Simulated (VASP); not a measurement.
# C3N2 (P-3m1) in VASP: a series of runs

C3N2 is run at these levels: PBE; tasks: relaxation of cell and atoms.

All numbers are computed with VASP 6.6.1; they aren't measurements. Logs are shortened: lines on timing, memory, paths and dates and some standing lists are left out, and cuts for length are marked.

**1. The cell of the first run**

It takes space group P-3m1 (No. 164, trigonal). The conventional cell has a = 2.529 Å, b = 2.529 Å, c = 5.155 Å, α = 90.00°, β = 90.00°, γ = 120.00°. C (site symmetry 3m) has 1 N at 1.45 Å and 3 C at 1.55 Å within 1.9 Å. Within 2.3 Å of C (site symmetry -3m) lie 6 N at 1.70 Å. Within 1.9 Å of N (site symmetry 3m) lie 4 C at 1.45 to 1.70 Å.

The cell was generated, and may not be a known phase.

**2. Relaxation of cell and atoms, PBE**

INCAR reads:

```
PREC = Accurate ; ENCUT = 600
EDIFF = 1E-7 ; ISMEAR = 0
SIGMA = 0.02 ; LREAL = F
LASPH = T ; NELM = 100
ALGO = Normal ; ISIF = 3
LWAVE = F ; LCHARG = F
GGA = PE ; IBRION = 2
NSW = 100 ; EDIFFG = -0.01
```

KPOINTS reads:

```
regular mesh
0
Gamma
  12 12 6
```

POSCAR reads:

```
C3N2
1.0
    2.5286534699      0.0000000000      0.0000000000
   -1.2643267350      2.1898781423      0.0000000000
    0.0000000000      0.0000000000      5.1546678617
C N
3 2
Direct
    0.3333333333      0.6666666667      0.4487571452
    0.6666666667      0.3333333333      0.5512428548
    0.0000000000      0.0000000000      0.0000000000
    0.3333333333      0.6666666667      0.1677637283
    0.6666666667      0.3333333333      0.8322362717
```

Potentials or basis: VASP PAW PBE potentials, release 64 (C, N).

Run with:

```bash
$ cat potpaw_PBE.64/C/POTCAR potpaw_PBE.64/N/POTCAR > POTCAR
$ mpirun -np 1 vasp_std > vasp.out
```

OUTCAR:

```text
PREC = Accurate
   ENCUT = 600
   EDIFF = 1E-7
   ISMEAR = 0
   LREAL = F
   LASPH = T
   NELM = 100
   ISIF = 3
   GGA = PE
   IBRION = 2
   NSW = 100
   EDIFFG = -0.01

 ion  position               nearest neighbor table
   1  0.333  0.667  0.449-   4 1.45   2 1.55   2 1.55   2 1.55
   2  0.667  0.333  0.551-   5 1.45   1 1.55   1 1.55   1 1.55
   3  0.000  0.000  0.000-   4 1.70   5 1.70   5 1.70   4 1.70   5 1.70   4 1.70
   4  0.333  0.667  0.168-   1 1.45   3 1.70   3 1.70   3 1.70
   5  0.667  0.333  0.832-   2 1.45   3 1.70   3 1.70   3 1.70

  LATTYP: Found a hexagonal cell.
 ALAT       =     2.5286534699
 C/A-ratio  =     2.0385030701

  Lattice vectors:

 A1 = (   2.5286534699,   0.0000000000,   0.0000000000)
 A2 = (  -1.2643267350,   2.1898781423,   0.0000000000)
 A3 = (   0.0000000000,   0.0000000000,   5.1546678617)

Analysis of symmetry for initial positions (statically):
=====================================================================
 Subroutine PRICEL returns:
 Original cell was already a primitive cell.

 Routine SETGRP: Setting up the symmetry group for a
 hexagonal supercell.

 Subroutine GETGRP returns: Found 12 space group operations
 (whereof 12 operations were pure point group operations)
 out of a pool of 24 trial point group operations.

The static configuration has the point symmetry D_3d.

Analysis of symmetry for dynamics (positions and initial velocities):
=====================================================================
 Subroutine PRICEL returns:
 Original cell was already a primitive cell.

 Routine SETGRP: Setting up the symmetry group for a
 hexagonal supercell.

 Subroutine GETGRP returns: Found 12 space group operations
 (whereof 12 operations were pure point group operations)
 out of a pool of 24 trial point group operations.

The dynamic configuration has the point symmetry D_3d.

 Subroutine INISYM returns: Found 12 space group operations
 (whereof 12 operations are pure point group operations),
 and found     1 'primitive' translations

----------------------------------------------------------------------------------------

                                     Primitive cell

  volume of cell :      28.5437

  direct lattice vectors                    reciprocal lattice vectors
     2.528653470  0.000000000  0.000000000     0.395467395  0.228323207  0.000000000
    -1.264326735  2.189878142  0.000000000     0.000000000  0.456646414  0.000000000
     0.000000000  0.000000000  5.154667862     0.000000000  0.000000000  0.193998920

  length of vectors
     2.528653470  2.528653470  5.154667862     0.456646414  0.456646414  0.193998920

  position of ions in fractional coordinates (direct lattice)
     0.333333333  0.666666667  0.448757145
     0.666666667  0.333333333  0.551242855
     0.000000000  0.000000000  0.000000000
     0.333333333  0.666666667  0.167763728
     0.666666667  0.333333333  0.832236272

  ion indices of the primitive-cell ions
   primitive index   ion index
                 1           1
                 2           2
                 3           3
                 4           4
                 5           5

----------------------------------------------------------------------------------------

 KPOINTS: regular mesh

Automatic generation of k-mesh.
 Grid dimensions read from file:
 generate k-points for:   12   12    6

 Generating k-lattice:

  Cartesian coordinates                     Fractional coordinates (reciprocal lattice)
     0.032955616  0.019026934  0.000000000     0.083333333  0.000000000  0.000000000
     0.000000000  0.038053868  0.000000000     0.000000000  0.083333333  0.000000000
     0.000000000  0.000000000  0.032333153     0.000000000  0.000000000  0.166666667

  Length of vectors
     0.038053868  0.038053868  0.032333153

  Shift w.r.t. Gamma in fractional coordinates (k-lattice)
     0.000000000  0.000000000  0.000000000

 Subroutine IBZKPT returns following result:
 ===========================================

 Found    100 irreducible k-points:

 Following reciprocal coordinates:
            Coordinates               Weight
  0.000000  0.000000  0.000000      1.000000
  0.083333  0.000000  0.000000      6.000000
  0.166667  0.000000  0.000000      6.000000
  0.250000  0.000000  0.000000      6.000000
  0.333333  0.000000  0.000000      6.000000
  0.416667  0.000000  0.000000      6.000000
[... 16 lines left out ...]
  0.166667  0.000000  0.166667      6.000000
  0.000000  0.166667  0.166667      6.000000
 [... further k-points ...]
   k-points           NKPTS =    100   k-points in BZ     NKDIM =    100   number of bands    NBANDS=     15
   number of dos      NEDOS =    301   number of ions     NIONS =      5
   total plane-waves  NPLWV =  16800
   dimension x,y,z NGX =    20 NGY =   20 NGZ =   42
   dimension x,y,z NGXF=    40 NGYF=   40 NGZF=   84
   ions per type =               3   2
   NGX,Y,Z   is equivalent  to a cutoff of  13.15, 13.15, 13.55 a.u.
   NGXF,Y,Z  is equivalent  to a cutoff of  26.30, 26.30, 27.09 a.u.
 SYSTEM =  unknown system
   PREC   = accura    normal or accurate (medium, high low for compatibility)
   ISTART =      0    job   : 0-new  1-cont  2-samecut
   ICHARG =      2    charge: 1-file 2-atom 10-const
   ISPIN  =      1    spin polarized calculation?
   LNONCOLLINEAR =      F non collinear calculations
   LSORBIT =      F    spin-orbit coupling
   LASPH  =      T    aspherical Exc in radial PAW
   ENCUT  =  600.0 eV  44.10 Ry    6.64 a.u.   5.05  5.05 10.30*2*pi/ulx,y,z
   NELM   =    100;   NELMIN=  2; NELMDL= -5     # of ELM steps
   EDIFF  = 0.1E-06   stopping-criterion for ELM
   LREAL  =      F    real-space projection
   EDIFFG = -.1E-01   stopping-criterion for IOM
   NSW    =    100    number of steps for IOM
   IBRION =      2    ionic relax: 0-MD 1-quasi-New 2-CG
   NFREE  =      1    steps in history (QN), initial steepest desc. (CG)
   ISIF   =      3    stress and relaxation
   ISYM   =      2    0-nonsym 1-usesym 2-fastsym
   POTIM  = 0.5000    time-step for ionic-motion
   TEBEG  =    0.0;   TEEND  =   0.0 temperature during run
   PSTRESS=    0.0 pullay stress
   NELECT =      22.0000    total number of electrons
   NUPDOWN=      -1.0000    fix difference up-down
   EMIN   =  10.00;   EMAX   =-10.00  energy-range for DOS
   EFERMI =   0.00;   METHOD = LEGACY
   ISMEAR =     0;   SIGMA  =   0.02  broadening in eV -4-tet -1-fermi 0-gaus
   EFERMI_NEDOS =   21; number of points for ismear=-14 and -15
   IALGO  =     38    algorithm
   IMIX   =      4    mixing-type and parameters
     AMIX     =   0.40;   BMIX     =  1.00
     AMIX_MAG =   1.60;   BMIX_MAG =  1.00
  volume/ion in A,a.u.               =       5.71        38.52
  Fermi-wavevector in a.u.,A,eV,Ry     =   1.500994  2.836468 30.653711  2.252984
  Thomas-Fermi vector in A             =   2.612423
   LORBIT       =      0    0 simple, 1 ext, 2 COOP (PROOUT), +10 PAW based schemes
   GGA     = PE    functional components
   LHFCALC =     F    Hartree Fock is set to
   AEXX    =    0.0000 exact exchange contribution
   IVDW    =     0    specifies the selected vdW correction
   LEPSILON=     F    determine dielectric tensor
   LRPA    =     F    only Hartree local field effects (RPA)
 conjugate gradient relaxation of ions
 non-spin polarized calculation
 Gauss-broadening in eV      SIGMA  =   0.02
  energy-cutoff  :      600.00
  volume of cell :       28.54
 maximum number of plane-waves:       964
   NGX = 11   NGY = 11   NGZ = 21

--------------------------------------- Ionic step        1  -------------------------------------------

 number of electron      22.0000001 magnetization

 Free energy of the ion-electron system (eV)
  ---------------------------------------------------
  ext. energy  EPLUGINS =         0.00000000
  ---------------------------------------------------
  free energy    TOTEN  =       -38.73827797 eV

  energy without entropy =      -38.73827797  energy(sigma->0) =      -38.73827797

------------------------ aborting loop because EDIFF is reached ----------------------------------------

  FORCE on cell =-STRESS in cart. coord.  units (eV):
  Direction    XX          YY          ZZ          XY          YZ          ZX
  --------------------------------------------------------------------------------------
  -------------------------------------------------------------------------------------
  Total       -0.0845422     -0.0845422      0.0618504      0.0000000      0.0000000     -0.0000000
  in kB       -4.7454123     -4.7454123      3.4717074      0.0000000      0.0000000     -0.0000000
  external PRESSURE =      -2.0063724 kB  Pullay stress =       0.0000000 kB

 VOLUME and BASIS-vectors are now :
 -----------------------------------------------------------------------------
  energy-cutoff  :      600.00
  volume of cell :       28.54
      direct lattice vectors                 reciprocal lattice vectors
     2.528653470  0.000000000  0.000000000     0.395467395  0.228323207  0.000000000
    -1.264326735  2.189878142  0.000000000     0.000000000  0.456646414  0.000000000
     0.000000000  0.000000000  5.154667862     0.000000000  0.000000000  0.193998920
[... 118 lines left out ...]
 POSITION                                       TOTAL-FORCE (eV/Angst)
 -----------------------------------------------------------------------------------
     -0.00000      1.45901      2.31347        -0.000000      0.000000      0.015591
      1.26354      0.72951      2.84274         0.000000     -0.000000     -0.015591
      2.52708      0.00000     -0.00000         0.000000     -0.000000      0.000000
     -0.00000      1.45901      0.86465         0.000000     -0.000000     -0.013875
      1.26354      0.72951      4.29157        -0.000000      0.000000      0.013875
 -----------------------------------------------------------------------------------
    total drift:                               -0.000000     -0.000000     -0.000000

  FREE ENERGIE OF THE ION-ELECTRON SYSTEM (eV)
  ---------------------------------------------------
  free  energy   TOTEN  =       -38.7383388347 eV

  energy  without entropy=      -38.7383388347  energy(sigma->0) =      -38.73833883

--------------------------------------- Ionic step        5  -------------------------------------------

 number of electron      22.0000001 magnetization

 Free energy of the ion-electron system (eV)
  ---------------------------------------------------
  ext. energy  EPLUGINS =         0.00000000
  ---------------------------------------------------
  free energy    TOTEN  =       -38.73834831 eV

  energy without entropy =      -38.73834831  energy(sigma->0) =      -38.73834831

 E-fermi :  10.8813     XC(G=0): -13.4016

 val. band max:       10.7383065005   @ k =   0.0000   0.1667   0.3333
 cond. band min:      12.3613402335   @ k =   0.5000   0.0000   0.3333
 fundamental gap:      1.6230337330
 Fermi energy:        10.8813158280

 k-point     1 :       0.0000    0.0000    0.0000
  band No.  band energies     occupation
      1     -13.4663      2.00000
      2      -9.1124      2.00000
      3      -8.9387      2.00000
      4       1.9515      2.00000
      5       2.6987      2.00000
      6       6.4895      2.00000
      7       6.4895      2.00000
      8       7.2156      2.00000
      9       7.2156      2.00000
     10      10.4140      2.00000
     11      10.4140      2.00000
     12      14.4460      0.00000
     13      14.4460      0.00000
     14      14.8524      0.00000
     15      15.9132      0.00000
[... 397 lines left out ...]
 k-point    24 :       0.0000    0.1667    0.1667
  band No.  band energies     occupation
      1     -12.7004      2.00000
      2      -9.6919      2.00000
      3      -6.9773      2.00000
      4       0.3828      2.00000
      5       3.1384      2.00000
      6       4.1294      2.00000
      7       5.1561      2.00000
      8       5.8977      2.00000
      9       6.5541      2.00000
     10       7.7109      2.00000
     11      10.4093      2.00000
     12      14.6051      0.00000
     13      15.4441      0.00000
     14      15.5479      0.00000
     15      16.5386      0.00000

 [... further k-points ...]

------------------------ aborting loop because EDIFF is reached ----------------------------------------

  FORCE on cell =-STRESS in cart. coord.  units (eV):
  Direction    XX          YY          ZZ          XY          YZ          ZX
  --------------------------------------------------------------------------------------
  -------------------------------------------------------------------------------------
  Total       -0.0014229     -0.0014229     -0.0022525      0.0000000     -0.0000000      0.0000000
  in kB       -0.0799228     -0.0799228     -0.1265182      0.0000000     -0.0000000      0.0000000
  external PRESSURE =      -0.0954546 kB  Pullay stress =       0.0000000 kB

 VOLUME and BASIS-vectors are now :
 -----------------------------------------------------------------------------
  energy-cutoff  :      600.00
  volume of cell :       28.52
      direct lattice vectors                 reciprocal lattice vectors
     2.527473633  0.000000000 -0.000000000     0.395652001  0.228429789  0.000000000
    -1.263736816  2.188856373  0.000000000    -0.000000000  0.456859578 -0.000000000
    -0.000000000  0.000000000  5.156080371     0.000000000 -0.000000000  0.193945774

 POSITION                                       TOTAL-FORCE (eV/Angst)
 -----------------------------------------------------------------------------------
     -0.00000      1.45924      2.31358        -0.000000      0.000000      0.002960
      1.26374      0.72962      2.84250         0.000000     -0.000000     -0.002960
     -0.00000      0.00000      0.00000        -0.000000      0.000000      0.000000
     -0.00000      1.45924      0.86442        -0.000000      0.000000      0.000927
      1.26374      0.72962      4.29166         0.000000     -0.000000     -0.000927
 -----------------------------------------------------------------------------------
    total drift:                                0.000000      0.000000      0.000000

  FREE ENERGIE OF THE ION-ELECTRON SYSTEM (eV)
  ---------------------------------------------------
  free  energy   TOTEN  =       -38.7383483078 eV

  energy  without entropy=      -38.7383483078  energy(sigma->0) =      -38.73834831

 reached required accuracy - stopping structural energy minimisation
```

Wall time 58 s (1 thread of Intel Xeon 6975P-C (Granite Rapids), shared host); peak memory 0.17 GiB.

Results:

```yaml
Free_energy: -38.7383 eV
Relaxed_volume: 5.70 Å³/atom
Relaxed_cell: a = 2.527 Å, b = 2.527 Å, c = 5.156 Å, α = 90.00°, β = 90.00°, γ = 120.00°
Space_group_after_relaxing_to_0.1_Å: P-3m1 (No. 164)
Energy_gained_by_relaxing: 0.0 meV/atom
Ionic_steps: 5
Pressure_after_relaxing: 0.0 GPa
Band_gap_on_the_k_mesh: 1.62 eV (least direct gap 2.01 eV)
```

Forces in eV/Å, atoms in the order of the input:
```
C    0.000  0.000  0.003
C    0.000  0.000 -0.003
C    0.000  0.000  0.000
N    0.000  0.000  0.001
N    0.000  0.000 -0.001
```

Final structure:
```xyz
5
Lattice="2.5275 0.0000 0.0000 -1.2637 2.1889 0.0000 0.0000 0.0000 5.1561" Properties=species:S:1:pos:R:3 pbc="T T T"
C     0.0000    1.4592    2.3136
C     1.2637    0.7296    2.8425
C     0.0000    0.0000    0.0000
N     0.0000    1.4592    0.8644
N     1.2637    0.7296    4.2917
```

**3. Relaxation of cell and atoms, PBE, collinear spin, ferromagnetic start**

This run uses another cell than the first one, of 13.58 Å³/atom.

INCAR reads:

```
ALGO     = Normal         # electronic algorithm
EDIFF    = 1E-7           # SCF threshold, eV
EDIFFG   = -0.04          # ionic threshold
ENCUT    = 600            # plane-wave cutoff, eV
GGA      = PE             # functional
IBRION   = 2              # ionic algorithm
ISIF     = 3              # what is computed and relaxed
ISMEAR   = 0              # smearing method
ISPIN    = 2              # spin polarisation
LASPH    = T              # aspherical terms in the spheres
LCHARG   = F              # write CHGCAR
LORBIT   = 11             # projections on sites
LREAL    = F              # projectors in reciprocal space
LWAVE    = F              # write WAVECAR
MAGMOM   = 1 1 1 1 1      # initial moments
NELM     = 150            # most SCF steps
NSW      = 90             # ionic steps
PREC     = Accurate       # precision mode
SIGMA    = 0.1            # smearing width, eV
```

KPOINTS reads:

```
k-points
0
Gamma
  6 6 4
```

POSCAR reads:

```
C3N2
1.0
    3.6630719200      0.0000000000      0.0000000000
   -1.8315359600      3.1723133400      0.0000000000
    0.0000000000      0.0000000000      5.8435534300
C N
3 2
Direct
    0.3333333300      0.6666666700      0.5802750000
    0.6666666700      0.3333333300      0.4197250000
    0.0000000000      0.0000000000      0.0000000000
    0.3333333300      0.6666666700      0.1648329900
    0.6666666700      0.3333333300      0.8351670100
```

Potentials or basis: VASP PAW PBE potentials, release 64 (C, N).

Run with:

```bash
$ cat potpaw_PBE.64/C/POTCAR potpaw_PBE.64/N/POTCAR > POTCAR
$ mpirun -np 1 vasp_std > vasp.out
```

Run time: 7.8 min. Hardware: 1 thread of Intel Xeon 6975P-C (Granite Rapids), shared host; peak memory 0.26 GiB.

The run converged. Its results:

- Free energy: -38.7852 eV
- Relaxed volume: 5.71 Å³/atom
- Relaxed cell: a = 2.528 Å, b = 2.528 Å, c = 5.157 Å, α = 90.00°, β = 90.00°, γ = 120.00°
- Space group after relaxing (to 0.1 Å): P-3m1 (No. 164)
- Energy gained by relaxing: 3691.4 meV/atom
- Ionic steps: 18
- Pressure after relaxing: 0.1 GPa
- Largest force after relaxing: 0.021 eV/Å
- Band gap on the k mesh: 1.72 eV (least direct gap 2.01 eV)
- Net moment: 0.00 μB per cell
- Valence electrons inside the program's atomic spheres: C 2.55, 2.12 (each value once); N 3.78

Forces in eV/Å, atoms in the order of the input:
```
C    0.000  0.000 -0.012
C    0.000  0.000  0.012
C    0.000  0.000  0.000
N    0.000  0.000  0.021
N    0.000  0.000 -0.021
```

Stress tensor (GPa, compression positive):
```
 0.18  0.00  0.00
 0.00  0.18  0.00
 0.00  0.00 -0.16
```

The path:
```csv
step,energy change (eV),largest force (eV/Å),pressure (GPa),volume (Å³)
1,0.0000,2.2119,-30.58,67.90
2,-5.9599,4.5155,-39.52,45.45
3,-10.3691,7.9188,28.81,28.41
4,-12.1997,10.0391,82.81,25.31
5,-12.4567,10.8960,178.97,22.37
6,-13.9257,9.5492,189.87,21.91
7,-14.5087,4.9255,199.21,21.42
8,-16.2162,2.1847,135.59,22.77
9,-17.8384,3.1171,47.46,25.75
10,-17.9264,4.1946,31.08,26.62
11,-17.9278,4.5005,26.74,26.89
12,-18.2941,2.1653,11.43,27.69
13,-18.4335,0.1216,-3.24,28.69
14,-18.4337,0.0663,-2.77,28.66
15,-18.4473,0.0772,-1.78,28.62
16,-18.4571,0.0802,0.18,28.55
17,-18.4571,0.0805,0.12,28.55
18,-18.4572,0.0213,0.07,28.55
```

Final structure:
```xyz
5
Lattice="2.5284 0.0000 0.0000 -1.2642 2.1897 0.0000 0.0000 0.0000 5.1571" Properties=species:S:1:pos:R:3 pbc="T T T"
C     0.0000    1.4598    2.3145
C     1.2642    0.7299    2.8426
C     0.0000    0.0000    0.0000
N     0.0000    1.4598    0.8644
N     1.2642    0.7299    4.2928
```

Levels at points of the mesh, in eV from the valence-band top:
Spin up:
```csv
k point,band 9,band 10,band 11,band 12,band 13,band 14
"(0.00, 0.00, 0.00)",-3.44,-0.25,-0.25,3.78,3.78,4.18
"(0.50, 0.00, 0.00)",-5.19,-4.74,-1.84,2.30,4.65,4.90
"(0.00, 0.00, 0.50)",-2.00,-1.99,-1.99,3.31,4.54,5.42
"(0.50, 0.00, 0.50)",-6.90,-5.56,-0.28,1.72,3.91,6.17
```
Spin down:
```
           k point  band 7  band 8  band 9  band 10  band 11  band 12  band 13  band 14  band 15  band 16
(0.00, 0.00, 0.00)   -4.17   -3.44   -3.44    -0.25    -0.25     3.78     3.78     4.18     5.24     5.51
(0.50, 0.00, 0.00)   -7.95   -6.16   -5.19    -4.74    -1.84     2.30     4.65     4.90     6.81     7.75
(0.00, 0.00, 0.50)   -4.18   -2.00   -2.00    -1.99    -1.99     3.31     4.54     5.42     5.42     6.04
(0.50, 0.00, 0.50)   -7.97   -7.01   -6.90    -5.56    -0.28     1.72     3.91     6.17     6.40     8.78
```

Caveat: the volume moved by over 15 % at a fixed basis, so the end points are rough. A k mesh can miss the band edges.
